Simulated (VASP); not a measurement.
Set up this calculation in VASP 6.6.1, as the native input.

```
Task                   : single point
Functional             : PBE
Potentials or basis    : VASP PAW PBE potentials, release 64 (W_sv)
Cutoff                 : 520 eV
k mesh                 : 10 × 10 × 10
Occupations            : fermi-dirac, width 0.05 eV
Spin                   : no spin polarisation
Dipole correction      : no
Further INCAR settings : ALGO = Normal; EDIFF = 1e-07; NBANDS = 13
```

The structure of W lies in POSCAR:

```
W
1.0
    1.5759747965      1.5759747965      1.5759747965
   -1.5759747965      1.5759747965      1.5759747965
   -1.5759747965     -1.5759747965      1.5759747965
W
1
Direct
    0.0000000000      0.0000000000      0.0000000000
```

One way to write it, as run:

INCAR

```
SYSTEM = W
  ALGO = Normal
  EDIFF = 1E-7
  ENCUT = 520
  GGA = PE
  ISIF = 2
  ISMEAR = -1
  LASPH = .True.
  LCHARG = .True.
  LELF = .True.
  LREAL = .False.
  LVHAR = .True.
  LWAVE = .False.
  NBANDS = 13
  NELM = 60
  PREC = Accurate
  SIGMA = 0.05
```

KPOINTS

```
k-points
0
Gamma
  10 10 10
  0 0 0
```

Potentials or basis: VASP PAW PBE potentials, release 64 (W_sv).

Run with:

```console
$ cat potpaw_PBE.64/W_sv/POTCAR > POTCAR
$ mpirun -np 1 vasp_std > vasp.out
```

Results of the run:

| Property | Result |
| --- | --- |
| Pressure | 10.6 GPa |
| Band gap on the k mesh | zero (band 7 reaches 16.87 eV, above the bottom of band 8 at 10.36 eV) |

Caveat: spin-orbit coupling is left out, which moves the levels of the heavy elements.

It took 14 s on 1 thread of Intel Xeon 8259CL (shared host), peak memory 0.13 GiB.
